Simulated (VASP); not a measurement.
Here is a VASP 6.6.1 calculation.

The input INCAR:

```
SYSTEM = ZnRe
  ALGO = Normal
  EDIFF = 1E-6
  ENCUT = 520
  GGA = PS
  ISIF = 2
  ISMEAR = 0
  LASPH = .TRUE.
  LCHARG = .TRUE.
  LELF = .TRUE.
  LREAL = .FALSE.
  LVHAR = .TRUE.
  LWAVE = .FALSE.
  NBANDS = 16
  NELM = 100
  PREC = Accurate
  SIGMA = 0.15
```

The input KPOINTS:

```
k-points
0
G
  21 21 12
  0 0 0
```

The input POSCAR:

```
ZnRe
1.0
    2.6622796493      0.0000000000      0.0000000000
   -1.3311398246      2.3056018082      0.0000000000
    0.0000000000      0.0000000000      4.7888867818
Zn Re
1 1
Direct
    0.0000000000      0.0000000000      0.0000000000
    0.3333333333      0.6666666667      0.5000000000
```

Potentials or basis: VASP PAW PBE potentials, release 64 (Zn, Re).

Launch:

```bash
$ cat potpaw_PBE.64/Zn/POTCAR potpaw_PBE.64/Re/POTCAR > POTCAR
$ mpirun -np 1 vasp_std > vasp.out
```

(1) What does it give for the pressure?

Results:

(1) -4.4 GPa.

Caveat: the PAW data sets were made with another functional, which shifts forces and pressure a little.
